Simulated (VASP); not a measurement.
# MgO (Fm-3m) in VASP: notebook

Runs on MgO. Level: PBEsol. Tasks: single point, relaxation of cell and atoms.

Program: VASP 6.6.1. These are calculated values, not measurements. Logs are shortened: lines on timing, memory, paths and dates and some standing lists are left out, and cuts for length are marked.

### Step 1. The cell of the first run

The structure is cubic, space group Fm-3m (No. 225). The conventional cell has a = 4.214 Å, b = 4.214 Å, c = 4.214 Å, α = 90.00°, β = 90.00°, γ = 90.00°. Within 2.8 Å of Mg (site symmetry m-3m) lie 6 O at 2.11 Å. O (site symmetry m-3m) has 6 Mg at 2.11 Å within 2.8 Å.

### Step 2. Single point, PBEsol

Contents of INCAR:

```
SYSTEM = MgO
ALGO     = Normal         ! electronic algorithm
EDIFF    = 1E-7           ! SCF threshold, eV
ENCUT    = 520            ! plane-wave cutoff, eV
GGA      = PS             ! functional
ISIF     = 2              ! what is computed and relaxed
ISMEAR   = 0              ! smearing method
LASPH    = .True.         ! aspherical terms in the spheres
LCHARG   = .False.        ! write CHGCAR
LREAL    = .False.        ! projectors in reciprocal space
LWAVE    = .False.        ! write WAVECAR
NBANDS   = 21             ! bands
NELM     = 100            ! most SCF steps
PREC     = Accurate       ! precision mode
SIGMA    = 0.02           ! smearing width, eV
```

Contents of KPOINTS:

```
k-points
0
Gamma
  12 12 4
  0 0 0
```

Contents of POSCAR:

```
MgO
1.0
    2.9799354756      0.0000002885      0.0000000000
   -1.4899679876      2.5806996792      0.0000000000
    0.0000000000      0.0000000000      7.2993210397
Mg O
3 3
Direct
    0.0000000000      0.0000000000      0.0000000000
    0.3333333333      0.6666666667      0.3333333333
    0.6666666667      0.3333333333      0.6666666667
    0.6666666667      0.3333333333      0.1666666667
    0.0000000000      0.0000000000      0.5000000000
    0.3333333333      0.6666666667      0.8333333333
```

Potentials or basis: VASP PAW PBE potentials, release 64 (Mg, O).

On the command line:

```bash
cat potpaw_PBE.64/Mg/POTCAR potpaw_PBE.64/O/POTCAR > POTCAR
mpirun -np 1 vasp_std > vasp.out
```

OUTCAR:

```text
SYSTEM = MgO
   EDIFF = 1E-7
   ENCUT = 520
   GGA = PS
   ISIF = 2
   ISMEAR = 0
   LASPH = .True.
   LREAL = .False.
   NELM = 100
   PREC = Accurate

 ion  position               nearest neighbor table
   1  0.000  0.000  0.000-   4 2.11   6 2.11   6 2.11   4 2.11   4 2.11   6 2.11   2 2.98   3 2.98
                             2 2.98   3 2.98   2 2.98   3 2.98
   2  0.333  0.667  0.333-   4 2.11   4 2.11   5 2.11   4 2.11   5 2.11   5 2.11   1 2.98   1 2.98
                             1 2.98   3 2.98   3 2.98   3 2.98
   3  0.667  0.333  0.667-   6 2.11   6 2.11   6 2.11   5 2.11   5 2.11   5 2.11   1 2.98   1 2.98
                             1 2.98   2 2.98   2 2.98   2 2.98
   4  0.667  0.333  0.167-   2 2.11   2 2.11   2 2.11   1 2.11   1 2.11   1 2.11
   5  0.000  0.000  0.500-   2 2.11   3 2.11   2 2.11   3 2.11   3 2.11   2 2.11
   6  0.333  0.667  0.833-   3 2.11   3 2.11   3 2.11   1 2.11   1 2.11   1 2.11

  LATTYP: Found a hexagonal cell.
 ALAT       =     2.9799354756
 C/A-ratio  =     2.4494896280

  Lattice vectors:

 A1 = (   2.9799354756,   0.0000002885,   0.0000000000)
 A2 = (  -1.4899679876,   2.5806996792,   0.0000000000)
 A3 = (   0.0000000000,   0.0000000000,   7.2993210397)

Analysis of symmetry for initial positions (statically):
=====================================================================
 Subroutine PRICEL returns following result:

  LATTYP: Found a face centered cubic cell.
 ALAT       =     4.2142650325

  Lattice vectors:

 A1 = (   1.4899678209,  -0.8602331301,   2.4331070130)
 A2 = (  -0.0000001667,   1.7204665491,   2.4331070130)
 A3 = (  -1.4899676542,  -0.8602334189,   2.4331070137)

   3 primitive cells build up your supercell.

 Routine SETGRP: Setting up the symmetry group for a
 hexagonal supercell.

 Subroutine GETGRP returns: Found 12 space group operations
 (whereof 12 operations were pure point group operations)
 out of a pool of 24 trial point group operations.

The static configuration has the point symmetry D_3d.

Analysis of symmetry for dynamics (positions and initial velocities):
=====================================================================
 Subroutine PRICEL returns following result:

  LATTYP: Found a face centered cubic cell.
 ALAT       =     4.2142650325

  Lattice vectors:

 A1 = (   1.4899678209,  -0.8602331301,   2.4331070130)
 A2 = (  -0.0000001667,   1.7204665491,   2.4331070130)
 A3 = (  -1.4899676542,  -0.8602334189,   2.4331070137)

   3 primitive cells build up your supercell.

 Routine SETGRP: Setting up the symmetry group for a
 hexagonal supercell.

 Subroutine GETGRP returns: Found 12 space group operations
 (whereof 12 operations were pure point group operations)
 out of a pool of 24 trial point group operations.

The dynamic configuration has the point symmetry D_3d.

 Subroutine INISYM returns: Found 12 space group operations
 (whereof 12 operations are pure point group operations),
 and found     3 'primitive' translations

----------------------------------------------------------------------------------------

                                     Primitive cell

  volume of cell :      18.7114

  direct lattice vectors                    reciprocal lattice vectors
     1.489967821 -0.860233130  2.433107013     0.335577755 -0.193745864  0.136999043
    -0.000000167  1.720466549  2.433107013    -0.000000038  0.387491792  0.136999043
    -1.489967654 -0.860233419  2.433107014    -0.335577717 -0.193745929  0.136999043

  length of vectors
     2.979935382  2.979935382  2.979935383     0.410997113  0.410997113  0.410997113

  position of ions in fractional coordinates (direct lattice)
     0.000000000  0.000000000  0.000000000
     0.500000000  0.500000000  0.500000000

  ion indices of the primitive-cell ions
   primitive index   ion index
                 1           1
                 2           4

----------------------------------------------------------------------------------------

 KPOINTS: k-points

Automatic generation of k-mesh.
 Grid dimensions read from file:
 generate k-points for:   12   12    4

 Generating k-lattice:

  Cartesian coordinates                     Fractional coordinates (reciprocal lattice)
     0.027964810  0.016145494  0.000000000     0.083333333  0.000000000  0.000000000
    -0.000000003  0.032290983  0.000000000     0.000000000  0.083333333  0.000000000
     0.000000000  0.000000000  0.034249761     0.000000000  0.000000000  0.250000000

  Length of vectors
     0.032290983  0.032290983  0.034249761

  Shift w.r.t. Gamma in fractional coordinates (k-lattice)
     0.000000000  0.000000000  0.000000000

 Subroutine IBZKPT returns following result:
 ===========================================

 Found     69 irreducible k-points:

 Following reciprocal coordinates:
            Coordinates               Weight
  0.000000  0.000000  0.000000      1.000000
  0.083333  0.000000  0.000000      6.000000
  0.166667  0.000000  0.000000      6.000000
  0.250000  0.000000  0.000000      6.000000
  0.333333  0.000000  0.000000      6.000000
  0.416667  0.000000  0.000000      6.000000
[... 16 lines left out ...]
  0.166667  0.000000  0.250000      6.000000
  0.000000  0.166667  0.250000      6.000000
 [... further k-points ...]
   k-points           NKPTS =     69   k-points in BZ     NKDIM =     69   number of bands    NBANDS=     21
   number of dos      NEDOS =    301   number of ions     NIONS =      6
   total plane-waves  NPLWV =  31104
   dimension x,y,z NGX =    24 NGY =   24 NGZ =   54
   dimension x,y,z NGXF=    48 NGYF=   48 NGZF=  108
   ions per type =               3   3
   NGX,Y,Z   is equivalent  to a cutoff of  13.39, 13.39, 12.30 a.u.
   NGXF,Y,Z  is equivalent  to a cutoff of  26.78, 26.78, 24.60 a.u.
 SYSTEM =  MgO
   PREC   = accura    normal or accurate (medium, high low for compatibility)
   ISTART =      0    job   : 0-new  1-cont  2-samecut
   ICHARG =      2    charge: 1-file 2-atom 10-const
   ISPIN  =      1    spin polarized calculation?
   LNONCOLLINEAR =      F non collinear calculations
   LSORBIT =      F    spin-orbit coupling
   LASPH  =      T    aspherical Exc in radial PAW
   ENCUT  =  520.0 eV  38.22 Ry    6.18 a.u.   5.54  5.54 13.57*2*pi/ulx,y,z
   NELM   =    100;   NELMIN=  2; NELMDL= -5     # of ELM steps
   EDIFF  = 0.1E-06   stopping-criterion for ELM
   LREAL  =      F    real-space projection
   EDIFFG = 0.1E-05   stopping-criterion for IOM
   NSW    =      0    number of steps for IOM
   IBRION =     -1    ionic relax: 0-MD 1-quasi-New 2-CG
   NFREE  =      0    steps in history (QN), initial steepest desc. (CG)
   ISIF   =      2    stress and relaxation
   ISYM   =      2    0-nonsym 1-usesym 2-fastsym
   POTIM  = 0.5000    time-step for ionic-motion
   TEBEG  =    0.0;   TEEND  =   0.0 temperature during run
   PSTRESS=    0.0 pullay stress
   NELECT =      24.0000    total number of electrons
   NUPDOWN=      -1.0000    fix difference up-down
   EMIN   =  10.00;   EMAX   =-10.00  energy-range for DOS
   EFERMI =   0.00;   METHOD = LEGACY
   ISMEAR =     0;   SIGMA  =   0.02  broadening in eV -4-tet -1-fermi 0-gaus
   EFERMI_NEDOS =   21; number of points for ismear=-14 and -15
   IALGO  =     38    algorithm
   IMIX   =      4    mixing-type and parameters
     AMIX     =   0.40;   BMIX     =  1.00
     AMIX_MAG =   1.60;   BMIX_MAG =  1.00
  volume/ion in A,a.u.               =       9.36        63.14
  Fermi-wavevector in a.u.,A,eV,Ry     =   1.233303  2.330604 20.694941  1.521035
  Thomas-Fermi vector in A             =   2.368038
   LORBIT       =      0    0 simple, 1 ext, 2 COOP (PROOUT), +10 PAW based schemes
   GGA     = PS    functional components
   LHFCALC =     F    Hartree Fock is set to
   AEXX    =    0.0000 exact exchange contribution
   IVDW    =     0    specifies the selected vdW correction
   LEPSILON=     F    determine dielectric tensor
   LRPA    =     F    only Hartree local field effects (RPA)
 non-spin polarized calculation
 Gauss-broadening in eV      SIGMA  =   0.02
  energy-cutoff  :      520.00
  volume of cell :       56.13
 maximum number of plane-waves:      1547
 NGX is ok and might be reduce to    24
   NGX = 11   NGY = 11   NGZ = 27

 number of electron      24.0000001 magnetization

 Free energy of the ion-electron system (eV)
  ---------------------------------------------------
  ext. energy  EPLUGINS =         0.00000000
  ---------------------------------------------------
  free energy    TOTEN  =       -37.53738651 eV

  energy without entropy =      -37.53738651  energy(sigma->0) =      -37.53738651

 E-fermi :   3.2102     XC(G=0): -11.3028

 val. band max:        3.0554462002   @ k =   0.0000   0.0000   0.0000
 cond. band min:       7.6746701216   @ k =   0.0000   0.0000   0.0000
 fundamental gap:      4.6192239214
 Fermi energy:         3.2101768320

 k-point     1 :       0.0000    0.0000    0.0000
  band No.  band energies     occupation
      1     -14.1423      2.00000
      2     -13.2058      2.00000
      3     -13.2058      2.00000
      4      -0.6593      2.00000
      5      -0.6593      2.00000
      6       2.5490      2.00000
[... 13 lines left out ...]
     20      18.6787      0.00000
     21      19.4768      0.00000

 k-point     2 :       0.0833    0.0000    0.0000
  band No.  band energies     occupation
      1     -14.0755      2.00000
      2     -13.1659      2.00000
      3     -13.1658      2.00000
      4      -0.6199      2.00000
      5      -0.6153      2.00000
      6       2.2403      2.00000
[... 13 lines left out ...]
     20      18.8334      0.00000
     21      18.8351      0.00000

 k-point     3 :       0.1667    0.0000    0.0000
  band No.  band energies     occupation
      1     -13.8847      2.00000
      2     -13.0559      2.00000
      3     -13.0550      2.00000
      4      -0.5469      2.00000
      5      -0.5102      2.00000
      6       1.6034      2.00000
[... 13 lines left out ...]
     20      17.7527      0.00000
     21      19.2117      0.00000

 k-point     4 :       0.2500    0.0000    0.0000
  band No.  band energies     occupation
      1     -13.6009      2.00000
      2     -12.9065      2.00000
      3     -12.8988      2.00000
      4      -0.5639      2.00000
      5      -0.4850      2.00000
      6       0.6862      2.00000
[... 13 lines left out ...]
     20      16.9603      0.00000
     21      19.3733      0.00000

 k-point     5 :       0.3333    0.0000    0.0000
  band No.  band energies     occupation
      1     -13.2755      2.00000
      2     -12.7694      2.00000
      3     -12.7365      2.00000
      4      -0.7588      2.00000
      5      -0.7549      2.00000
      6      -0.2189      2.00000
[... 13 lines left out ...]
     20      16.5968      0.00000
     21      18.7452      0.00000
[... 382 lines left out ...]
     20      19.0127      0.00000
     21      19.0154      0.00000

 k-point    22 :       0.0000    0.0833    0.2500
  band No.  band energies     occupation
      1     -14.0021      2.00000
      2     -13.4935      2.00000
      3     -12.9054      2.00000
      4      -1.2794      2.00000
      5       0.3335      2.00000
      6       2.1357      2.00000
[... 13 lines left out ...]
     20      18.9657      0.00000
     21      19.0062      0.00000

 k-point    23 :       0.1667    0.0000    0.2500
  band No.  band energies     occupation
      1     -13.8172      2.00000
      2     -13.3520      2.00000
      3     -12.8223      2.00000
      4      -1.0648      2.00000
      5       0.1671      2.00000
      6       1.6057      2.00000
[... 13 lines left out ...]
     20      18.4241      0.00000
     21      19.4281      0.00000

 k-point    24 :       0.0000    0.1667    0.2500
  band No.  band energies     occupation
      1     -13.8172      2.00000
      2     -13.3514      2.00000
      3     -12.8230      2.00000
      4      -1.0312      2.00000
      5       0.1952      2.00000
      6       1.3816      2.00000
[... 13 lines left out ...]
     20      18.5069      0.00000
     21      19.2729      0.00000

 [... further k-points ...]
[... 5 lines left out ...]
  --------------------------------------------------------------------------------------
  -------------------------------------------------------------------------------------
  Total       -0.1807697     -0.1807697     -0.1807278     -0.0000000     -0.0000000      0.0000000
  in kB       -5.1595204     -5.1595204     -5.1583240     -0.0000000     -0.0000000      0.0000000
  external PRESSURE =      -5.1591216 kB  Pullay stress =       0.0000000 kB

 VOLUME and BASIS-vectors are now :
 -----------------------------------------------------------------------------
  energy-cutoff  :      520.00
  volume of cell :       56.13
      direct lattice vectors                 reciprocal lattice vectors
     2.979935476  0.000000289  0.000000000     0.335577717  0.193745929  0.000000000
    -1.489967988  2.580699679  0.000000000    -0.000000038  0.387491792  0.000000000
     0.000000000  0.000000000  7.299321040     0.000000000  0.000000000  0.136999043

 POSITION                                       TOTAL-FORCE (eV/Angst)
 -----------------------------------------------------------------------------------
      0.00000      0.00000      0.00000         0.000000     -0.000000     -0.000000
     -0.00000      1.72047      2.43311         0.000000     -0.000000     -0.000000
      1.48997      0.86023      4.86621         0.000000     -0.000000     -0.000000
      1.48997      0.86023      1.21655         0.000000     -0.000000      0.000000
      0.00000      0.00000      3.64966         0.000000      0.000000     -0.000000
     -0.00000      1.72047      6.08277        -0.000000     -0.000000     -0.000000
 -----------------------------------------------------------------------------------
    total drift:                                0.000000     -0.000000      0.000000

  FREE ENERGIE OF THE ION-ELECTRON SYSTEM (eV)
  ---------------------------------------------------
  free  energy   TOTEN  =       -37.5373865088 eV

  energy  without entropy=      -37.5373865088  energy(sigma->0) =      -37.53738651
```

It took 46 s on 1 thread of AMD EPYC 9R45 (Zen 5), shared host; peak memory 0.19 GiB.

Results:

- Free energy: -37.5374 eV
- Pressure: -0.5 GPa
- Band gap on the k mesh: 4.62 eV

Levels at points of the mesh, in eV from the valence-band top:
| k point | band 8 | band 9 | band 10 | band 11 | band 12 | band 13 | band 14 | band 15 | band 16 | band 17 |
| --- | --- | --- | --- | --- | --- | --- | --- | --- | --- | --- |
| (0.00, 0.00, 0.00) | -0.51 | -0.51 | 0.00 | 0.00 | 0.00 | 4.62 | 7.53 | 7.53 | 12.17 | 12.17 |
| (0.50, 0.00, 0.00) | -1.46 | -1.36 | -1.36 | -0.85 | -0.85 | 8.84 | 8.84 | 8.92 | 9.86 | 12.07 |
| (0.00, 0.00, 0.50) | -0.66 | -0.18 | -0.18 | -0.18 | -0.18 | 6.05 | 6.05 | 7.73 | 12.49 | 13.28 |
| (0.50, 0.00, 0.50) | -1.92 | -1.20 | -1.20 | -0.66 | -0.66 | 7.73 | 9.61 | 9.61 | 10.68 | 10.68 |

Caveat: the PAW data sets were made with another functional, which shifts forces and pressure a little. Expect the measured gap to be larger: semilocal functionals such as PBEsol lack the derivative discontinuity.

### Step 3. Relaxation of cell and atoms, PBEsol

Contents of INCAR:

```
SYSTEM = MgO
ALGO = Normal
EDIFF = 1E-7
EDIFFG = -0.005
ENCUT = 600
GGA = PS
IBRION = 2
ISIF = 3
ISMEAR = 0
LASPH = .TRUE.
LCHARG = .FALSE.
LREAL = .FALSE.
LWAVE = .FALSE.
NELM = 80
NSW = 100
PREC = Accurate
SIGMA = 0.02
```

Contents of KPOINTS:

```
k-points
0
G
  12 12 4
  0 0 0
```

Contents of POSCAR:

```
MgO
1.0
    2.9818690000      0.0000000000      0.0000000000
   -1.4909350000      2.5823750000      0.0000000000
    0.0000000000      0.0000000000      7.3040580000
Mg O
3 3
Direct
    0.0000000000      0.0000000000      0.0000000000
    0.3333333300      0.6666666700      0.3333333300
    0.6666666700      0.3333333300      0.6666666700
    0.6666666700      0.3333333300      0.1666666700
    0.0000000000      0.0000000000      0.5000000000
    0.3333333300      0.6666666700      0.8333333300
```

Potentials or basis: VASP PAW PBE potentials, release 64 (Mg, O).

On the command line:

```bash
cat potpaw_PBE.64/Mg/POTCAR potpaw_PBE.64/O/POTCAR > POTCAR
mpirun -np 1 vasp_std > vasp.out
```

Run time: 92 s. Hardware: 1 thread of AMD EPYC 9R45 (Zen 5), shared host; peak memory 0.2 GiB.

The run converged. Its results:

```yaml
Free_energy: -37.5471 eV
Relaxed_volume: 9.31 Å³/atom
Relaxed_cell: a = 2.975 Å, b = 2.975 Å, c = 7.288 Å, α = 90.00°, β = 90.00°, γ = 120.00°
Space_group_after_relaxing_to_0.05_Å: Fm-3m (No. 225)
Energy_gained_by_relaxing: 0.2 meV/atom
Ionic_steps: 3
Pressure_after_relaxing: 0.0 GPa
Band_gap_on_the_k_mesh: 4.67 eV
```

The path:
| step | energy change (eV) | largest force (eV/Å) | pressure (GPa) | volume (Å³) |
| --- | --- | --- | --- | --- |
| 1 | 0.0000 | 0.0000 | -1.03 | 56.24 |
| 2 | -0.0011 | 0.0000 | 0.35 | 55.75 |
| 3 | -0.0012 | 0.0000 | 0.00 | 55.88 |

Final structure:
```xyz
6
Lattice="2.9754 0.0000 0.0000 -1.4877 2.5767 0.0000 0.0000 0.0000 7.2881" Properties=species:S:1:pos:R:3 pbc="T T T"
Mg    0.0000    0.0000    0.0000
Mg    0.0000    1.7178    2.4294
Mg    1.4877    0.8589    4.8587
O     1.4877    0.8589    1.2147
O     0.0000    0.0000    3.6440
O     0.0000    1.7178    6.0734
```

Levels at points of the mesh, in eV from the valence-band top:
```
           k point  band 8  band 9  band 10  band 11  band 12  band 13  band 14  band 15  band 16
(0.00, 0.00, 0.00)   -0.51   -0.51     0.00     0.00     0.00     4.67     7.57     7.57    12.21
(0.50, 0.00, 0.00)   -1.47   -1.37    -1.37    -0.86    -0.86     8.87     8.87     8.93     9.91
(0.00, 0.00, 0.50)   -0.67   -0.18    -0.18    -0.18    -0.18     6.09     6.09     7.77    12.54
(0.50, 0.00, 0.50)   -1.93   -1.21    -1.21    -0.67    -0.67     7.77     9.63     9.63    10.72
```

Caveat: the PAW data sets were made with another functional, which shifts forces and pressure a little. As with any semilocal functional, this PBEsol gap is likely too small.
